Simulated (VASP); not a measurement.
Input of a VASP 6.6.1 run:

Contents of INCAR:

```
SYSTEM = EuZn
PREC = Accurate
ENCUT = 520
EDIFF = 1E-7
ISMEAR = -1
SIGMA = 0.08
LREAL = .FALSE.
LASPH = .TRUE.
NELM = 150
ALGO = Normal
ISIF = 2
LWAVE = .FALSE.
LCHARG = .FALSE.
ISPIN = 2
MAGMOM = 7 0
LORBIT = 11
LMAXMIX = 6
LDAU = .TRUE.
LDAUTYPE = 2
LDAUL = 3 -1
LDAUU = 6 0
LDAUJ = 0 0
LDAUPRINT = 1
GGA = CA
NBANDS = 26
```

KPOINTS

```
Automatic mesh
0
G
  9 9 9
  0 0 0
```

POSCAR

```
EuZn
1.0
    3.8080000000      0.0000000000      0.0000000000
    0.0000000000      3.8080000000      0.0000000000
    0.0000000000      0.0000000000      3.8080000000
Eu Zn
1 1
Direct
    0.0000000000      0.0000000000      0.0000000000
    0.5000000000      0.5000000000      0.5000000000
```

Potentials or basis: VASP PAW PBE potentials, release 64 (Eu, Zn).

Run with:

```sh
$ cat potpaw_PBE.64/Eu/POTCAR potpaw_PBE.64/Zn/POTCAR > POTCAR
$ mpirun -np 1 vasp_std > vasp.out
```

(1) Predict the site moments.

(2) What does it give for the net moment?

(3) Estimate the pressure.

## Answers

(1) Eu +6.77; Zn +0.01 μB.

(2) 7.18 μB per cell.

(3) -3.7 GPa.

Caveat: the cell stands under tension; the PAW data sets were made with another functional, which shifts forces and pressure a little.
